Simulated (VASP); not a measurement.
FeCuC4N4, 10 atoms in the cell. It takes space group P-43m (No. 215, cubic). The conventional cell has a = 5.907 Å, b = 5.907 Å, c = 5.907 Å, α = 90.00°, β = 90.00°, γ = 90.00°. Within 2.6 Å of Fe (site symmetry -43m) lie 4 C at 1.94 Å. Cu (site symmetry -43m) has 4 N at 2.01 Å within 2.7 Å. Within 1.6 Å of C (site symmetry 3m) lie 1 N at 1.17 Å. N (site symmetry 3m) has 1 C at 1.17 Å within 1.6 Å. 

```yaml
Program: VASP 6.6.1
Task: single point
Functional: PBE
Potentials_or_basis: VASP PAW PBE potentials, release 64 (Fe, Cu, C, N)
Cutoff: 520 eV
k_mesh: 4 × 4 × 4
Occupations: gaussian, width 0.1 eV
Spin: collinear spin, ferrimagnetic start
Starting_moments: "[-4.0, 1.0, 0.0, 0.0, 0.0, 0.0, 0.0, 0.0, 0.0, 0.0] μB"
Dipole_correction: no
Further_INCAR_settings: ALGO = Normal; EDIFF = 1e-06; NBANDS = 42
```

Potentials or basis: VASP PAW PBE potentials, release 64 (Fe, Cu, C, N).

Run with:

```console
$ cat potpaw_PBE.64/Fe/POTCAR potpaw_PBE.64/Cu/POTCAR potpaw_PBE.64/C/POTCAR potpaw_PBE.64/N/POTCAR > POTCAR
$ mpirun -np 1 vasp_std > vasp.out
```

Hardware: 1 thread of Intel(R) Xeon(R) Platinum 8259CL CPU @ 2.50GHz (Skylake/Cascade Lake), on a shared host.

How long does it take, and how much memory?

Wall time 7 min on 1 thread of Intel(R) Xeon(R) Platinum 8259CL CPU @ 2.50GHz (Skylake/Cascade Lake) (shared host), peak memory 0.47 GiB. Counts: scf iterations 30, k points 10.
